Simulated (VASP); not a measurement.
# TiSn3O8 (Immm) in VASP: a series of runs

The runs below take TiSn3O8 through single point, with PBE.

All numbers are computed with VASP 6.6.1; they aren't measurements. Logs are shortened: lines on timing, memory, paths and dates and some standing lists are left out, and cuts for length are marked.

**1. The cell of the first run**

It takes space group Immm (No. 71, orthorhombic). The conventional cell has a = 6.570 Å, b = 7.214 Å, c = 7.214 Å, α = 90.00°, β = 90.00°, γ = 90.00°. Within 2.9 Å of Ti (site symmetry mmm) lie 6 O at 2.16 to 2.20 Å. Sn (site symmetry mmm) has 6 O at 2.16 to 2.20 Å within 2.9 Å. Sn (site symmetry 2mm) has 6 O at 2.16 to 2.20 Å within 2.9 Å. Within 2.9 Å of O (site symmetry m2m) lie 2 Sn at 2.16 Å and 1 Ti at 2.20 Å and 1 O at 2.81 Å. O (site symmetry m2m) has 3 Sn at 2.16 to 2.20 Å and 1 O at 2.81 Å within 2.9 Å. Within 2.9 Å of O (site symmetry m) lie 1 Ti at 2.16 Å and 2 Sn at 2.16 to 2.20 Å and 1 O at 2.81 Å.

**2. Single point, PBE, collinear spin**

File INCAR:

```
SYSTEM = TiSn3O8
PREC     = Accurate       ! precision mode
ENCUT    = 520            ! plane-wave cutoff, eV
EDIFF    = 1E-7           ! SCF threshold, eV
ISMEAR   = 0              ! smearing method
SIGMA    = 0.1            ! smearing width, eV
LREAL    = .False.        ! projectors in reciprocal space
LASPH    = .True.         ! aspherical terms in the spheres
NELM     = 150            ! most SCF steps
ALGO     = Normal         ! electronic algorithm
ISIF     = 2              ! what is computed and relaxed
LWAVE    = .False.        ! write WAVECAR
LCHARG   = .False.        ! write CHGCAR
ISPIN    = 2              ! spin polarisation
MAGMOM   = 1 0 0 0 0 0 0 0 0 0 0 0 ! initial moments
LORBIT   = 11             ! projections on sites
LMAXMIX  = 4              ! l up to which the mixer works
GGA      = PE             ! functional
NBANDS   = 67             ! bands
```

File KPOINTS:

```
regular mesh
0
Gamma
  4 4 4
  0 0 0
```

File POSCAR:

```
TiSn3O8
1.0
   -3.2852450500      3.6071438900      3.6071438900
    3.2852450500     -3.6071438900      3.6071438900
    3.2852450500      3.6071438900     -3.6071438900
Ti Sn O
1 3 8
Direct
    0.0000000000      0.0000000000      0.0000000000
    0.0000000000      0.5000000000      0.5000000000
    0.5000000000      0.2500000000      0.7500000000
    0.5000000000      0.7500000000      0.2500000000
    0.6950399900      0.0000000000      0.6950399900
    0.6950399900      0.5000000000      0.1950399900
    0.1950399900      0.9450399900      0.7500000000
    0.1950399900      0.4450399900      0.2500000000
    0.3049600100      0.0000000000      0.3049600100
    0.3049600100      0.5000000000      0.8049600100
    0.8049600100      0.5549600100      0.7500000000
    0.8049600100      0.0549600100      0.2500000000
```

Potentials or basis: VASP PAW PBE potentials, release 64 (Ti_sv, Sn_d, O).

Command:

```bash
$ cat potpaw_PBE.64/Ti_sv/POTCAR potpaw_PBE.64/Sn_d/POTCAR potpaw_PBE.64/O/POTCAR > POTCAR
$ mpirun -np 1 vasp_std > vasp.out
```

OUTCAR:

```text
SYSTEM = TiSn3O8
   PREC = Accurate
   ENCUT = 520
   EDIFF = 1E-7
   ISMEAR = 0
   LREAL = .False.
   LASPH = .True.
   NELM = 150
   ISIF = 2
   ISPIN = 2
   LORBIT = 11
   GGA = PE

 ion  position               nearest neighbor table
   1  0.000  0.000  0.000-   7 2.16  12 2.16  11 2.16   8 2.16   5 2.20   9 2.20   2 3.29   2 3.29

   2  0.000  0.500  0.500-   8 2.16  11 2.16   7 2.16  12 2.16   6 2.20  10 2.20   1 3.29   1 3.29

   3  0.500  0.250  0.750-   5 2.16  10 2.16   9 2.16   6 2.16   7 2.20  11 2.20   4 3.29   4 3.29

   4  0.500  0.750  0.250-   6 2.16   9 2.16   5 2.16  10 2.16   8 2.20  12 2.20   3 3.29   3 3.29

   5  0.695  0.000  0.695-   3 2.16   4 2.16   1 2.20
   6  0.695  0.500  0.195-   4 2.16   3 2.16   2 2.20
   7  0.195  0.945  0.750-   1 2.16   2 2.16   3 2.20
   8  0.195  0.445  0.250-   2 2.16   1 2.16   4 2.20
   9  0.305  0.000  0.305-   4 2.16   3 2.16   1 2.20
  10  0.305  0.500  0.805-   3 2.16   4 2.16   2 2.20
  11  0.805  0.555  0.750-   2 2.16   1 2.16   3 2.20
  12  0.805  0.055  0.250-   1 2.16   2 2.16   4 2.20

  LATTYP: Found a body centered tetragonal cell.
 ALAT       =     7.2142877800
 C/A-ratio  =     0.9107607432

  Lattice vectors:

 A1 = (  -3.2852450500,   3.6071438900,  -3.6071438900)
 A2 = (  -3.2852450500,  -3.6071438900,   3.6071438900)
 A3 = (   3.2852450500,   3.6071438900,   3.6071438900)

Analysis of symmetry for initial positions (statically):
=====================================================================
 Subroutine PRICEL returns:
 Original cell was already a primitive cell.

 Routine SETGRP: Setting up the symmetry group for a
 body centered tetragonal supercell.

 Subroutine GETGRP returns: Found  8 space group operations
 (whereof  8 operations were pure point group operations)
 out of a pool of 16 trial point group operations.

The static configuration has the point symmetry D_2h.

Analysis of symmetry for dynamics (positions and initial velocities):
=====================================================================
 Subroutine PRICEL returns:
 Original cell was already a primitive cell.

 Routine SETGRP: Setting up the symmetry group for a
 body centered tetragonal supercell.

 Subroutine GETGRP returns: Found  8 space group operations
 (whereof  8 operations were pure point group operations)
 out of a pool of 16 trial point group operations.

The dynamic configuration has the point symmetry D_2h.

Analysis of structural, dynamic, and magnetic symmetry:
=====================================================================
 Subroutine PRICEL returns:
 Original cell was already a primitive cell.

 Routine SETGRP: Setting up the symmetry group for a
 body centered tetragonal supercell.

 Subroutine GETGRP returns: Found  8 space group operations
 (whereof  8 operations were pure point group operations)
 out of a pool of 16 trial point group operations.

The overall configuration has the point symmetry D_2h.

 Subroutine INISYM returns: Found  8 space group operations
 (whereof  8 operations are pure point group operations),
 and found     1 'primitive' translations

----------------------------------------------------------------------------------------

                                     Primitive cell

  volume of cell :     170.9837

  direct lattice vectors                    reciprocal lattice vectors
    -3.285245050  3.607143890  3.607143890     0.000000000  0.138613822  0.138613822
     3.285245050 -3.607143890  3.607143890     0.152195648  0.000000000  0.138613822
     3.285245050  3.607143890 -3.607143890     0.152195648  0.138613822  0.000000000

  length of vectors
     6.067603244  6.067603244  6.067603244     0.196029547  0.205857492  0.205857492

  position of ions in fractional coordinates (direct lattice)
     0.000000000  0.000000000  0.000000000
[... 84 lines left out ...]
   ICHARG =      2    charge: 1-file 2-atom 10-const
   ISPIN  =      2    spin polarized calculation?
   LNONCOLLINEAR =      F non collinear calculations
   LSORBIT =      F    spin-orbit coupling
[... 50 lines left out ...]
      3     -30.4636      1.00000
      4     -30.3564      1.00000
      5     -17.2305      1.00000
      6     -17.2088      1.00000
[... 1177 lines left out ...]
     62      11.8963      0.00000
     63      12.4560      0.00000
 Fermi energy:         3.9239629007

 spin component 2

 k-point     1 :       0.0000    0.0000    0.0000
  band No.  band energies     occupation
      1     -54.3179      1.00000
      2     -30.4698      1.00000
      3     -30.4636      1.00000
      4     -30.3565      1.00000
      5     -17.2305      1.00000
      6     -17.2088      1.00000
[... 1177 lines left out ...]
     62      11.8963      0.00000
     63      12.4560      0.00000
 [bands above 63 left out]

------------------------ aborting loop because EDIFF is reached ----------------------------------------

  FORCE on cell =-STRESS in cart. coord.  units (eV):
  Direction    XX          YY          ZZ          XY          YZ          ZX
  --------------------------------------------------------------------------------------
  -------------------------------------------------------------------------------------
  Total      -22.2643976    -21.2855558    -20.7429698      0.0000000      0.0000000      0.0000000
  in kB     -208.6252344   -199.4531424   -194.3689206      0.0000000      0.0000000      0.0000000
  external PRESSURE =    -200.8157658 kB  Pullay stress =       0.0000000 kB

 VOLUME and BASIS-vectors are now :
 -----------------------------------------------------------------------------
  energy-cutoff  :      520.00
  volume of cell :      170.98
      direct lattice vectors                 reciprocal lattice vectors
    -3.285245050  3.607143890  3.607143890     0.000000000  0.138613822  0.138613822
     3.285245050 -3.607143890  3.607143890     0.152195648  0.000000000  0.138613822
     3.285245050  3.607143890 -3.607143890     0.152195648  0.138613822  0.000000000

 POSITION                                       TOTAL-FORCE (eV/Angst)
 -----------------------------------------------------------------------------------
      0.00000      0.00000      0.00000         0.000000      0.000000      0.000000
      3.28525      0.00000      0.00000         0.000000      0.000000      0.000000
      1.64262      3.60714      0.00000        -0.154915      0.000000      0.000000
      1.64262     -0.00000      3.60714         0.154915      0.000000      0.000000
      0.00000      5.01422      0.00000         0.000000      0.443004      0.000000
      0.00000      1.40707      3.60714         0.000000     -0.538735      0.000000
      4.92787      0.00000      1.40707         0.950207      0.000000     -1.280710
      1.64262      0.00000      1.40707        -0.950207      0.000000     -1.280710
      0.00000      2.20007      0.00000         0.000000     -0.443004      0.000000
      3.28525      2.20007      0.00000         0.000000      0.538735      0.000000
      1.64262      3.60714      2.20007         0.950207     -0.000000      1.280710
     -1.64262      3.60714      2.20007        -0.950207      0.000000      1.280710
 -----------------------------------------------------------------------------------
    total drift:                               -0.000000      0.000000      0.000000

  FREE ENERGIE OF THE ION-ELECTRON SYSTEM (eV)
  ---------------------------------------------------
  free  energy   TOTEN  =       -80.3955529326 eV

  energy  without entropy=      -80.3955514662  energy(sigma->0) =      -80.39555220

 total charge

# of ion       s       p       d       tot
------------------------------------------
    1        2.155   6.138   1.472   9.765
    2        0.895   0.874  10.226  11.995
    3        0.899   0.886  10.223  12.008
    4        0.899   0.886  10.223  12.008
    5        1.563   3.382   0.000   4.946
    6        1.563   3.397   0.000   4.960
    7        1.563   3.383   0.000   4.946
    8        1.563   3.383   0.000   4.946
    9        1.563   3.382   0.000   4.946
   10        1.563   3.397   0.000   4.960
   11        1.563   3.383   0.000   4.946
   12        1.563   3.383   0.000   4.946
--------------------------------------------------
tot         17.355  35.874  32.142  85.372

 magnetization (x)

# of ion       s       p       d       tot
------------------------------------------
    1       -0.000   0.000  -0.000  -0.000
    2        0.000   0.000   0.000   0.000
    3       -0.000  -0.000  -0.000  -0.000
    4       -0.000  -0.000  -0.000  -0.000
    5       -0.000   0.000   0.000   0.000
    6       -0.000   0.000   0.000   0.000
    7       -0.000   0.000   0.000   0.000
    8       -0.000   0.000   0.000   0.000
    9       -0.000   0.000   0.000   0.000
   10       -0.000   0.000   0.000   0.000
   11       -0.000   0.000   0.000   0.000
   12       -0.000   0.000   0.000   0.000
--------------------------------------------------
tot         -0.000   0.000  -0.000  -0.000
```

Run time: 7.9 min. Hardware: 1 thread of Intel Xeon Platinum 8488C (Sapphire Rapids), shared host; peak memory 0.57 GiB.

Results:

| Item | Value |
| --- | --- |
| Free energy | -80.3956 eV |
| Pressure | -20.1 GPa |
| Largest force | 1.595 eV/Å |
| Band gap on the k mesh | 0.53 eV |
| Net moment | 0.00 μB per cell |
| Valence electrons inside the program's atomic spheres | Ti 9.77; Sn 11.99, 12.01 (each value once); O 4.95, 4.96 (each value once) |

Forces on the atoms (eV/Å):
```
Ti   0.000  0.000  0.000
Sn   0.000  0.000  0.000
Sn  -0.155  0.000  0.000
Sn   0.155  0.000  0.000
O    0.000  0.443  0.000
O    0.000 -0.539  0.000
O    0.950  0.000 -1.281
O   -0.950  0.000 -1.281
O    0.000 -0.443  0.000
O    0.000  0.539  0.000
O    0.950  0.000  1.281
O   -0.950  0.000  1.281
```

Stress tensor (GPa, compression positive):
```
-20.86   0.00   0.00
  0.00 -19.95   0.00
  0.00   0.00 -19.44
```

Caveat: the cell stands under tension; semilocal functionals underestimate gaps, and a narrow one can read as zero; spin-orbit coupling is left out, which moves the levels of the heavy elements; forces of over 1 eV/Å act on the atoms, so gaps and moduli don't describe the material at rest.

**3. Single point, PBE, collinear spin**

This run uses another cell than the first one, of 12.11 Å³/atom.

File INCAR:

```
  ALGO = Normal
  EDIFF = 1E-7
  ENCUT = 520
  GGA = PE
  ISIF = 2
  ISMEAR = 0
  ISPIN = 2
  LASPH = True
  LCHARG = True
  LELF = True
  LMAXMIX = 4
  LORBIT = 11
  LREAL = False
  LVHAR = True
  LWAVE = False
  MAGMOM = 1 0 0 0 0 0 0 0 0 0 0 0
  NBANDS = 67
  NELM = 150
  PREC = Accurate
  SIGMA = 0.1
```

File KPOINTS:

```
k-points
0
Gamma
  4 4 4
```

File POSCAR:

```
TiSn3O8
1.0
   -3.1765628161      3.3783554368      3.3840219911
    3.1765628161     -3.3783554368      3.3840219911
    3.1765628161      3.3783554368     -3.3840219911
Ti Sn O
1 3 8
Direct
    0.0000000000      0.0000000000      0.0000000000
    0.0000000000      0.5000000000      0.5000000000
    0.5000000000      0.2487754556      0.7487754556
    0.5000000000      0.7512245444      0.2512245444
    0.7003398615      0.0000000000      0.7003398615
    0.6960215504      0.5000000000      0.1960215504
    0.1894888238      0.9515746834      0.7620858595
    0.1894888238      0.4274029643      0.2379141405
    0.2996601385      0.0000000000      0.2996601385
    0.3039784496      0.5000000000      0.8039784496
    0.8105111762      0.5725970357      0.7620858595
    0.8105111762      0.0484253166      0.2379141405
```

Potentials or basis: VASP PAW PBE potentials, release 64 (Ti_sv, Sn_d, O).

Command:

```bash
$ cat potpaw_PBE.64/Ti_sv/POTCAR potpaw_PBE.64/Sn_d/POTCAR potpaw_PBE.64/O/POTCAR > POTCAR
$ mpirun -np 1 vasp_std > vasp.out
```

It took 9.5 min on 1 thread of Intel Xeon Platinum 8259CL at 2.50GHz (Skylake/Cascade Lake), shared host; peak memory 0.56 GiB.

The run converged. Its results:

```yaml
Free_energy: -82.5148 eV
Pressure: 0.6 GPa
Largest_force: 0.021 eV/Å
Band_gap_on_the_k_mesh: 1.71 eV
Net_moment: 0.00 μB per cell
Valence_electrons_inside_the_program's_atomic_spheres: Ti 10.10; Sn 12.25, 12.27 (each value once); O 5.04, 5.06 (each value once)
```

Forces in eV/Å, atoms in the order of the input:
```
Ti   0.000  0.000  0.000
Sn   0.000  0.000  0.000
Sn   0.011  0.000  0.000
Sn  -0.011  0.000  0.000
O    0.000  0.021  0.000
O    0.000  0.010  0.000
O    0.014  0.000  0.011
O   -0.014  0.000  0.011
O    0.000 -0.021  0.000
O    0.000 -0.010  0.000
O    0.014  0.000 -0.011
O   -0.014  0.000 -0.011
```

Stress tensor (GPa, compression positive):
```
0.88 0.00 0.00
0.00 0.55 0.00
0.00 0.00 0.51
```

Levels at points of the mesh, in eV from the valence-band top:
Spin up:
```
           k point  band 49  band 50  band 51  band 52  band 53  band 54
(0.00, 0.00, 0.00)    -0.67    -0.66     0.00     1.71     2.22     2.87
(0.50, 0.00, 0.00)    -0.81    -0.70    -0.59     2.29     2.81     2.87
(0.00, 0.50, 0.00)    -0.72    -0.48    -0.48     2.61     2.81     3.15
(0.50, 0.50, 0.00)    -0.80    -0.64    -0.49     2.29     2.85     2.88
(0.50, 0.50, 0.50)    -1.21    -1.16    -0.83     1.82     3.11     3.17
```
Spin down:
```csv
k point,band 48,band 49,band 50,band 51,band 52,band 53,band 54,band 55
"(0.00, 0.00, 0.00)",-0.76,-0.67,-0.66,0.00,1.71,2.22,2.87,2.89
"(0.50, 0.00, 0.00)",-1.00,-0.81,-0.70,-0.59,2.29,2.81,2.87,4.24
"(0.00, 0.50, 0.00)",-0.81,-0.72,-0.48,-0.48,2.61,2.81,3.15,3.57
"(0.50, 0.50, 0.00)",-1.04,-0.80,-0.64,-0.49,2.29,2.85,2.88,4.46
"(0.50, 0.50, 0.50)",-1.24,-1.21,-1.16,-0.83,1.82,3.11,3.17,3.18
```

Caveat: spin-orbit coupling is left out, which moves the levels of the heavy elements.

**4. Single point, PBE**

This run uses another cell than the first one, of 12.11 Å³/atom.

File INCAR:

```
SYSTEM = TiSn3O8
ALGO = Normal ; EDIFF = 1E-7
ENCUT = 520 ; GGA = PE
ISIF = 2 ; ISMEAR = 0
LASPH = .True. ; LCHARG = .True.
LELF = .True. ; LREAL = .False.
LVHAR = .True. ; LWAVE = .False.
NBANDS = 63 ; NELM = 100
PREC = Accurate ; SIGMA = 0.02
```

File KPOINTS:

```
k-points
0
Gamma
  6 6 6
  0 0 0
```

File POSCAR:

```
TiSn3O8
1.0
   -3.1774333679      3.3783827794      3.3837131766
    3.1774333679     -3.3783827794      3.3837131766
    3.1774333679      3.3783827794     -3.3837131766
Ti Sn O
1 3 8
Direct
    0.0000000000      0.0000000000      0.0000000000
    0.0000000000      0.5000000000      0.5000000000
    0.5000000000      0.2488240858      0.7488240858
    0.5000000000      0.7511759142      0.2511759142
    0.7002703228      0.0000000000      0.7002703228
    0.6960096189      0.5000000000      0.1960096189
    0.1894508034      0.9516365565      0.7621857530
    0.1894508034      0.4272650504      0.2378142470
    0.2997296772      0.0000000000      0.2997296772
    0.3039903811      0.5000000000      0.8039903811
    0.8105491966      0.5727349496      0.7621857530
    0.8105491966      0.0483634435      0.2378142470
```

Command:

```bash
$ cat potpaw_PBE.64/Ti_sv/POTCAR potpaw_PBE.64/Sn_d/POTCAR potpaw_PBE.64/O/POTCAR > POTCAR
$ mpirun -np 1 vasp_std > vasp.out
```

It took 22 min on 1 thread of AMD EPYC 7R43 (Zen 3), shared host; peak memory 0.47 GiB.

Results (log left out):

```yaml
Free_energy: -82.5158 eV
Pressure: 0.6 GPa
Largest_force: 0.024 eV/Å
Band_gap_on_the_k_mesh: 1.71 eV
```

Forces on the atoms (eV/Å):
```
Ti   0.000  0.000  0.000
Sn   0.000  0.000  0.000
Sn  -0.001  0.000  0.000
Sn   0.001  0.000  0.000
O    0.000  0.024  0.000
O    0.000  0.016  0.000
O    0.004  0.000  0.015
O   -0.004  0.000  0.015
O    0.000 -0.024  0.000
O    0.000 -0.016  0.000
O    0.004  0.000 -0.015
O   -0.004  0.000 -0.015
```

Stress tensor (GPa, compression positive):
```
0.81 0.00 0.00
0.00 0.53 0.00
0.00 0.00 0.52
```

Levels at points of the mesh, in eV from the valence-band top:
```tsv
k point	band 47	band 48	band 49	band 50	band 51	band 52	band 53	band 54	band 55	band 56
(0.00, 0.00, 0.00)	-0.83	-0.76	-0.67	-0.66	0.00	1.71	2.22	2.87	2.89	4.73
(0.50, 0.00, 0.00)	-1.05	-1.00	-0.81	-0.70	-0.59	2.29	2.81	2.87	4.24	4.86
(0.00, 0.50, 0.00)	-1.01	-0.81	-0.72	-0.48	-0.47	2.61	2.81	3.16	3.57	4.12
(0.50, 0.50, 0.00)	-1.08	-1.04	-0.80	-0.64	-0.49	2.30	2.86	2.88	4.46	4.72
(0.50, 0.50, 0.50)	-1.52	-1.24	-1.21	-1.16	-0.83	1.82	3.11	3.18	3.18	5.32
```

Caveat: spin-orbit coupling is left out, which moves the levels of the heavy elements. A k mesh can miss the band edges.

**5. Summary**

| spin | cell | k mesh | smearing | gap on the mesh (eV) | pressure (GPa) | moment (μB) | largest force (eV/Å) |
| --- | --- | --- | --- | --- | --- | --- | --- |
| collinear | a = 6.068 Å, angles 114.4, 107.0, 107.0°, 12 atoms, atomic positions A | 4 × 4 × 4 | gaussian 0.1 eV | 0.53 | -20.1 | 0.00 | 1.59 |
| collinear | a = 5.741 Å, angles 112.8, 107.9, 107.8°, 12 atoms, atomic positions B | 4 × 4 × 4 | gaussian 0.1 eV | 1.71 | 0.6 | 0.00 | 0.02 |
| off | a = 5.741 Å, angles 112.8, 107.9, 107.8°, 12 atoms, atomic positions C | 6 × 6 × 6 | gaussian 0.02 eV | 1.71 | 0.6 | - | 0.02 |

Alike in all rows: task single point; level PBE; potentials or basis VASP PAW PBE potentials, release 64 (Ti_sv, Sn_d, O); cutoff (eV) 520.

Caveats: spin-orbit coupling is left out, which moves the levels of the heavy elements; the cell stands under tension (at least some runs); semilocal functionals underestimate gaps, and a narrow one can read as zero (at least some runs); forces of over 1 eV/Å act on the atoms, so gaps and moduli don't describe the material at rest (at least some runs).

Total energies depend on the potentials used, so only differences within one code and one set of settings carry meaning.
